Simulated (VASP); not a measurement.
# Sn3Se (I4/mmm) in VASP: further runs

Sn3Se is run at these levels: PBEsol; tasks: relaxation of the atoms.

All numbers are computed with VASP 6.6.1; they aren't measurements. Logs are shortened: lines on timing, memory, paths and dates and some standing lists are left out, and cuts for length are marked.

### 1 The cell of the first run

The structure is tetragonal, space group I4/mmm (No. 139). The conventional cell has a = 5.068 Å, b = 5.068 Å, c = 7.466 Å, α = 90.00°, β = 90.00°, γ = 90.00°. Within 4.1 Å of Sn (site symmetry 4/mmm) lie 8 Sn at 3.15 Å and 6 Se at 3.58 to 3.73 Å. Sn (site symmetry -4m2) has 10 Sn at 3.15 to 3.73 Å and 4 Se at 3.15 Å within 4.1 Å. Within 4.1 Å of Se (site symmetry 4/mmm) lie 14 Sn at 3.15 to 3.73 Å.

### 2 Relaxation of the atoms, PBEsol

The input, INCAR:

```
  PREC = Accurate
  ENCUT = 520
  EDIFF = 1E-6
  ISMEAR = -1
  SIGMA = 0.05
  LREAL = F
  LASPH = T
  NELM = 100
  ALGO = Normal
  ISIF = 2
  LWAVE = F
  LCHARG = F
  GGA = PS
  IBRION = 2
  NSW = 60
  EDIFFG = -0.01
```

The input, KPOINTS:

```
regular mesh
0
Gamma
  5 5 5
```

The input, POSCAR:

```
Sn3Se
1.0
    0.0000000000      3.5838124800      3.7331380000
    3.5838124800      0.0000000000      3.7331380000
    3.5838124800      3.5838124800      0.0000000000
Sn Se
3 1
Direct
    0.5000000000      0.5000000000      0.5000000000
    0.7500000000      0.7500000000      0.7500000000
    0.2500000000      0.2500000000      0.2500000000
    0.0000000000      0.0000000000      0.0000000000
```

Potentials or basis: VASP PAW PBE potentials, release 64 (Sn_d, Se).

Command:

```
$ cat potpaw_PBE.64/Sn_d/POTCAR potpaw_PBE.64/Se/POTCAR > POTCAR
$ mpirun -np 1 vasp_std > vasp.out
```

OUTCAR:

```text
PREC = Accurate
   ENCUT = 520
   EDIFF = 1E-6
   ISMEAR = -1
   LREAL = F
   LASPH = T
   NELM = 100
   ISIF = 2
   GGA = PS
   IBRION = 2
   NSW = 60
   EDIFFG = -0.01

 ion  position               nearest neighbor table
   1  0.500  0.500  0.500-   3 3.15   3 3.15   3 3.15   2 3.15   2 3.15   2 3.15   3 3.15   2 3.15

   2  0.750  0.750  0.750-   1 3.15   1 3.15   1 3.15   4 3.15   4 3.15   4 3.15   4 3.15   1 3.15
                             3 3.58   3 3.58   3 3.58   3 3.58   3 3.73   3 3.73
   3  0.250  0.250  0.250-   4 3.15   4 3.15   4 3.15   1 3.15   1 3.15   1 3.15   4 3.15   1 3.15
                             2 3.58   2 3.58   2 3.58   2 3.58   2 3.73   2 3.73
   4  0.000  0.000  0.000-   2 3.15   2 3.15   2 3.15   3 3.15   3 3.15   3 3.15   3 3.15   2 3.15

  LATTYP: Found a body centered tetragonal cell.
 ALAT       =     5.0682762142
 C/A-ratio  =     1.4731391275

  Lattice vectors:

 A1 = (  -3.5838124800,   0.0000000000,   3.7331380000)
 A2 = (   3.5838124800,   0.0000000000,   3.7331380000)
 A3 = (   0.0000000000,   3.5838124800,  -3.7331380000)

Analysis of symmetry for initial positions (statically):
=====================================================================
 Subroutine PRICEL returns:
 Original cell was already a primitive cell.

 Routine SETGRP: Setting up the symmetry group for a
 body centered tetragonal supercell.

 Subroutine GETGRP returns: Found 16 space group operations
 (whereof 16 operations were pure point group operations)
 out of a pool of 16 trial point group operations.

The static configuration has the point symmetry D_4h.

Analysis of symmetry for dynamics (positions and initial velocities):
=====================================================================
 Subroutine PRICEL returns:
 Original cell was already a primitive cell.

 Routine SETGRP: Setting up the symmetry group for a
 body centered tetragonal supercell.

 Subroutine GETGRP returns: Found 16 space group operations
 (whereof 16 operations were pure point group operations)
 out of a pool of 16 trial point group operations.

The dynamic configuration has the point symmetry D_4h.

 Subroutine INISYM returns: Found 16 space group operations
 (whereof 16 operations are pure point group operations),
 and found     1 'primitive' translations

----------------------------------------------------------------------------------------

                                     Primitive cell

  volume of cell :      95.8947

  direct lattice vectors                    reciprocal lattice vectors
     0.000000000  3.583812480  3.733138000    -0.139516228  0.139516228  0.133935579
     3.583812480  0.000000000  3.733138000     0.139516228 -0.139516228  0.133935579
     3.583812480  3.583812480  0.000000000     0.139516228  0.139516228 -0.133935579

  length of vectors
     5.174942630  5.174942630  5.068276214     0.238470743  0.238470743  0.238470743

  position of ions in fractional coordinates (direct lattice)
     0.500000000  0.500000000  0.500000000
     0.750000000  0.750000000  0.750000000
     0.250000000  0.250000000  0.250000000
     0.000000000  0.000000000  0.000000000

  ion indices of the primitive-cell ions
   primitive index   ion index
                 1           1
                 2           2
                 3           3
                 4           4

----------------------------------------------------------------------------------------

 KPOINTS: regular mesh

Automatic generation of k-mesh.
 Grid dimensions read from file:
 generate k-points for:    5    5    5

 Generating k-lattice:

  Cartesian coordinates                     Fractional coordinates (reciprocal lattice)
    -0.027903246  0.027903246  0.026787116     0.200000000 -0.000000000  0.000000000
     0.027903246 -0.027903246  0.026787116    -0.000000000  0.200000000  0.000000000
     0.027903246  0.027903246 -0.026787116     0.000000000  0.000000000  0.200000000

  Length of vectors
     0.047694149  0.047694149  0.047694149

  Shift w.r.t. Gamma in fractional coordinates (k-lattice)
     0.000000000  0.000000000  0.000000000

 Subroutine IBZKPT returns following result:
 ===========================================

 Found     18 irreducible k-points:

 Following reciprocal coordinates:
            Coordinates               Weight
  0.000000  0.000000  0.000000      1.000000
  0.200000 -0.000000  0.000000      8.000000
  0.400000 -0.000000  0.000000      8.000000
  0.200000  0.200000  0.000000      2.000000
  0.400000  0.200000  0.000000      8.000000
 -0.400000  0.200000  0.000000      8.000000
[... 10 lines left out ...]
 -0.400000  0.000000  0.400000      8.000000
 -0.400000  0.200000  0.400000      8.000000
   k-points           NKPTS =     18   k-points in BZ     NKDIM =     18   number of bands    NBANDS=     28
   number of dos      NEDOS =    301   number of ions     NIONS =      4
   total plane-waves  NPLWV =  64000
   dimension x,y,z NGX =    40 NGY =   40 NGZ =   40
   dimension x,y,z NGXF=    80 NGYF=   80 NGZF=   80
   ions per type =               3   1
   NGX,Y,Z   is equivalent  to a cutoff of  12.85, 12.85, 13.12 a.u.
   NGXF,Y,Z  is equivalent  to a cutoff of  25.70, 25.70, 26.24 a.u.
 SYSTEM =  unknown system
   PREC   = accura    normal or accurate (medium, high low for compatibility)
   ISTART =      0    job   : 0-new  1-cont  2-samecut
   ICHARG =      2    charge: 1-file 2-atom 10-const
   ISPIN  =      1    spin polarized calculation?
   LNONCOLLINEAR =      F non collinear calculations
   LSORBIT =      F    spin-orbit coupling
   LASPH  =      T    aspherical Exc in radial PAW
   ENCUT  =  520.0 eV  38.22 Ry    6.18 a.u.   9.62  9.62  9.42*2*pi/ulx,y,z
   NELM   =    100;   NELMIN=  2; NELMDL= -5     # of ELM steps
   EDIFF  = 0.1E-05   stopping-criterion for ELM
   LREAL  =      F    real-space projection
   EDIFFG = -.1E-01   stopping-criterion for IOM
   NSW    =     60    number of steps for IOM
   IBRION =      2    ionic relax: 0-MD 1-quasi-New 2-CG
   NFREE  =      1    steps in history (QN), initial steepest desc. (CG)
   ISIF   =      2    stress and relaxation
   ISYM   =      2    0-nonsym 1-usesym 2-fastsym
   POTIM  = 0.5000    time-step for ionic-motion
   TEBEG  =    0.0;   TEEND  =   0.0 temperature during run
   PSTRESS=    0.0 pullay stress
   NELECT =      48.0000    total number of electrons
   NUPDOWN=      -1.0000    fix difference up-down
   EMIN   =  10.00;   EMAX   =-10.00  energy-range for DOS
   EFERMI =   0.00;   METHOD = LEGACY
   ISMEAR =    -1;   SIGMA  =   0.05  broadening in eV -4-tet -1-fermi 0-gaus
   EFERMI_NEDOS =   21; number of points for ismear=-14 and -15
   IALGO  =     38    algorithm
   IMIX   =      4    mixing-type and parameters
     AMIX     =   0.40;   BMIX     =  1.00
     AMIX_MAG =   1.60;   BMIX_MAG =  1.00
  volume/ion in A,a.u.               =      23.97       161.78
  Fermi-wavevector in a.u.,A,eV,Ry     =   1.299841  2.456344 22.988237  1.689588
  Thomas-Fermi vector in A             =   2.431079
   LORBIT       =      0    0 simple, 1 ext, 2 COOP (PROOUT), +10 PAW based schemes
   GGA     = PS    functional components
   LHFCALC =     F    Hartree Fock is set to
   AEXX    =    0.0000 exact exchange contribution
   IVDW    =     0    specifies the selected vdW correction
   LEPSILON=     F    determine dielectric tensor
   LRPA    =     F    only Hartree local field effects (RPA)
 conjugate gradient relaxation of ions
 non-spin polarized calculation
  energy-cutoff  :      520.00
  volume of cell :       95.89
 maximum number of plane-waves:      2600
   NGX = 19   NGY = 19   NGZ = 19

 number of electron      47.9999989 magnetization

 Free energy of the ion-electron system (eV)
  ---------------------------------------------------
  ext. energy  EPLUGINS =         0.00000000
  ---------------------------------------------------
  free energy    TOTEN  =       -16.66115098 eV

  energy without entropy =      -16.63861052  energy(sigma->0) =      -16.64988075

 E-fermi :   8.0292     XC(G=0): -10.8203

 val. band max:        7.9424829561   @ k =   0.2000  -0.0000   0.0000
 cond. band min:       8.0336697051   @ k =  -0.4000   0.0000   0.2000
 fundamental gap:      0.0911867490
 Fermi energy:         8.0291615250

 k-point     1 :       0.0000    0.0000    0.0000
  band No.  band energies     occupation
      1     -13.4200      2.00000
      2     -13.4058      2.00000
      3     -13.3720      2.00000
      4     -13.3720      2.00000
      5     -13.3637      2.00000
      6     -13.3634      2.00000
[... 20 lines left out ...]
     27       7.6006      1.99962
     28       7.6006      1.99962

 k-point     2 :       0.2000   -0.0000    0.0000
  band No.  band energies     occupation
      1     -13.4033      2.00000
      2     -13.3948      2.00000
      3     -13.3901      2.00000
      4     -13.3900      2.00000
      5     -13.3848      2.00000
      6     -13.3451      2.00000
[... 20 lines left out ...]
     27       8.3063      0.00780
     28       9.9982      0.00000

 k-point     3 :       0.4000   -0.0000    0.0000
  band No.  band energies     occupation
      1     -13.4080      2.00000
      2     -13.4015      2.00000
      3     -13.3850      2.00000
      4     -13.3614      2.00000
      5     -13.3537      2.00000
      6     -13.3336      2.00000
[... 20 lines left out ...]
     27       9.7680      0.00000
     28      11.8534      0.00000

 k-point     4 :       0.2000    0.2000    0.0000
  band No.  band energies     occupation
      1     -13.4099      2.00000
      2     -13.4039      2.00000
      3     -13.4039      2.00000
      4     -13.3884      2.00000
      5     -13.3638      2.00000
      6     -13.3540      2.00000
[... 392 lines left out ...]
     27      11.3204      0.00000
     28      11.6445      0.00000

 k-point    17 :      -0.4000    0.0000    0.4000
  band No.  band energies     occupation
      1     -13.4090      2.00000
      2     -13.4007      2.00000
      3     -13.3831      2.00000
      4     -13.3746      2.00000
      5     -13.3638      2.00000
      6     -13.3457      2.00000
[... 20 lines left out ...]
     27      10.7928      0.00000
     28      12.2986      0.00000

 k-point    18 :      -0.4000    0.2000    0.4000
  band No.  band energies     occupation
      1     -13.4042      2.00000
      2     -13.4031      2.00000
      3     -13.3794      2.00000
      4     -13.3720      2.00000
      5     -13.3606      2.00000
      6     -13.3467      2.00000
[... 20 lines left out ...]
     27      10.8533      0.00000
     28      11.9505      0.00000

------------------------ aborting loop because EDIFF is reached ----------------------------------------

  FORCE on cell =-STRESS in cart. coord.  units (eV):
  Direction    XX          YY          ZZ          XY          YZ          ZX
  --------------------------------------------------------------------------------------
  -------------------------------------------------------------------------------------
  Total        0.9433596      0.9433596      0.7860265      0.0000000      0.0000000      0.0000000
  in kB       15.7613447     15.7613447     13.1326751      0.0000000      0.0000000      0.0000000
  external PRESSURE =      14.8851215 kB  Pullay stress =       0.0000000 kB

 VOLUME and BASIS-vectors are now :
 -----------------------------------------------------------------------------
  energy-cutoff  :      520.00
  volume of cell :       95.89
      direct lattice vectors                 reciprocal lattice vectors
     0.000000000  3.583812480  3.733138000    -0.139516228  0.139516228  0.133935579
     3.583812480  0.000000000  3.733138000     0.139516228 -0.139516228  0.133935579
     3.583812480  3.583812480  0.000000000     0.139516228  0.139516228 -0.133935579

 POSITION                                       TOTAL-FORCE (eV/Angst)
 -----------------------------------------------------------------------------------
      3.58381      3.58381      3.73314        -0.000000      0.000000     -0.000000
      5.37572      5.37572      5.59971         0.000000      0.000000      0.000000
      1.79191      1.79191      1.86657        -0.000000     -0.000000     -0.000000
      0.00000      0.00000      0.00000        -0.000000      0.000000     -0.000000
 -----------------------------------------------------------------------------------
    total drift:                               -0.000000     -0.000000      0.000000

  FREE ENERGIE OF THE ION-ELECTRON SYSTEM (eV)
  ---------------------------------------------------
  free  energy   TOTEN  =       -16.6611509808 eV

  energy  without entropy=      -16.6386105195  energy(sigma->0) =      -16.64988075

 reached required accuracy - stopping structural energy minimisation
```

Run time: 35 s. Hardware: 1 thread of Intel Xeon Platinum 8488C (Sapphire Rapids), shared host; peak memory 0.25 GiB.

What came out:

```
Free energy             : -16.6612 eV
Pressure after relaxing : 1.5 GPa
```

Final structure:
```xyz
4
Lattice="0.0000 3.5838 3.7331 3.5838 0.0000 3.7331 3.5838 3.5838 0.0000" Properties=species:S:1:pos:R:3 pbc="T T T"
Sn    3.5838    3.5838    3.7331
Sn    5.3757    5.3757    5.5997
Sn    1.7919    1.7919    1.8666
Se    0.0000    0.0000    0.0000
```

Levels at points of the mesh, in eV from the Fermi level:
| k point | band 20 | band 21 | band 22 | band 23 | band 24 | band 25 | band 26 | band 27 | band 28 |
| --- | --- | --- | --- | --- | --- | --- | --- | --- | --- |
| (0.00, 0.00, 0.00) | -3.20 | -3.17 | -2.48 | -1.57 | -1.57 | -1.33 | -0.98 | -0.43 | -0.43 |

Caveat: the relaxation stopped at its first step, so nothing moved; the bands computed are all filled at some k points, so no gap is given; the PAW data sets were made with another functional, which shifts forces and pressure a little; spin-orbit coupling is left out, which moves the levels of the heavy elements.

### 3 Relaxation of the atoms, PBEsol

This run uses another cell than the first one, of 24.98 Å³/atom, 1.042 times its volume.

The input, INCAR:

```
PREC = Accurate ; ENCUT = 520
EDIFF = 1E-6 ; ISMEAR = -1
SIGMA = 0.05 ; LREAL = F
LASPH = T ; NELM = 60
ALGO = Normal ; ISIF = 2
LWAVE = F ; LCHARG = F
GGA = PS ; IBRION = 2
NSW = 60 ; EDIFFG = -0.01
```

KPOINTS is that of step 2.

The input, POSCAR:

```
Sn3Se
1.0
    0.0000000000      3.6584752400      3.7331380000
    3.6584752400      0.0000000000      3.7331380000
    3.6584752400      3.6584752400      0.0000000000
Sn Se
3 1
Direct
    0.5000000000      0.5000000000      0.5000000000
    0.7500000000      0.7500000000      0.7500000000
    0.2500000000      0.2500000000      0.2500000000
    0.0000000000      0.0000000000      0.0000000000
```

Potentials or basis: VASP PAW PBE potentials, release 64 (Sn_d, Se).

Command:

```
$ cat potpaw_PBE.64/Sn_d/POTCAR potpaw_PBE.64/Se/POTCAR > POTCAR
$ mpirun -np 1 vasp_std > vasp.out
```

Wall time 89 s (1 thread of Oxide Virtual Turin-like, shared host); peak memory 0.22 GiB.

It converged, with:

| Item | Value |
| --- | --- |
| Free energy | -16.6673 eV |
| Pressure after relaxing | -1.0 GPa |

Final structure:
```
CELL_PARAMETERS angstrom
0.00000 3.65848 3.73314
3.65848 0.00000 3.73314
3.65848 3.65848 0.00000
ATOMIC_POSITIONS crystal
Sn 0.50000 0.50000 0.50000
Sn 0.75000 0.75000 0.75000
Sn 0.25000 0.25000 0.25000
Se 0.00000 0.00000 0.00000
```

Levels at points of the mesh, in eV from the Fermi level:
| k point | band 22 | band 23 | band 24 | band 25 | band 26 | band 27 |
| --- | --- | --- | --- | --- | --- | --- |
| (0.00, 0.00, 0.00) | -2.64 | -1.39 | -1.39 | -1.27 | -0.72 | -0.45 |

Caveat: the relaxation stopped at its first step, so nothing moved; the bands computed are all filled at some k points, so no gap is given; the PAW data sets were made with another functional, which shifts forces and pressure a little; spin-orbit coupling is left out, which moves the levels of the heavy elements.
